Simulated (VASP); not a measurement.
A run of VASP 6.6.1 is set up as follows.

File INCAR:

```
SYSTEM = AlCo
PREC = Accurate
ENCUT = 520
EDIFF = 1E-6
ISMEAR = 0
SIGMA = 0.15
LREAL = .False.
LASPH = .True.
NELM = 60
ALGO = Fast
ISIF = 2
LWAVE = .False.
LCHARG = .True.
GGA = PE
LELF = .True.
LVHAR = .True.
NBANDS = 13
```

The input KPOINTS:

```
Automatic mesh
0
Gamma
  22 22 22
  0 0 0
```

Contents of POSCAR:

```
AlCo
1.0
    2.9944975158      0.0000000000      0.0000000000
    0.0000000000      2.9944975158      0.0000000000
    0.0000000000      0.0000000000      2.7093072762
Al Co
1 1
Direct
    0.0000000000      0.0000000000      0.0000000000
    0.5000000000      0.5000000000      0.5000000000
```

Potentials or basis: VASP PAW PBE potentials, release 64 (Al, Co).

Launch:

```bash
$ cat potpaw_PBE.64/Al/POTCAR potpaw_PBE.64/Co/POTCAR > POTCAR
$ mpirun -np 1 vasp_std > vasp.out
```

Question: Predict the pressure.

Answer: -6.3 GPa.

Question: Predict the band gap on the k mesh.

Answer: Zero (bands 6 and 7 overlap by 2.74 eV).

Stress tensor (GPa, compression positive):
```
-12.54   0.00   0.00
  0.00 -12.54   0.00
  0.00   0.00   6.17
```

Caveat: the cell differs from its parent crystal (strain +0.050 along x and y, -0.050 along z); the cell stands under tension; the run has no spin polarisation, though such a crystal can be magnetic. Spin polarisation is off, so any magnetic state and its effect on volume and gap are missing.
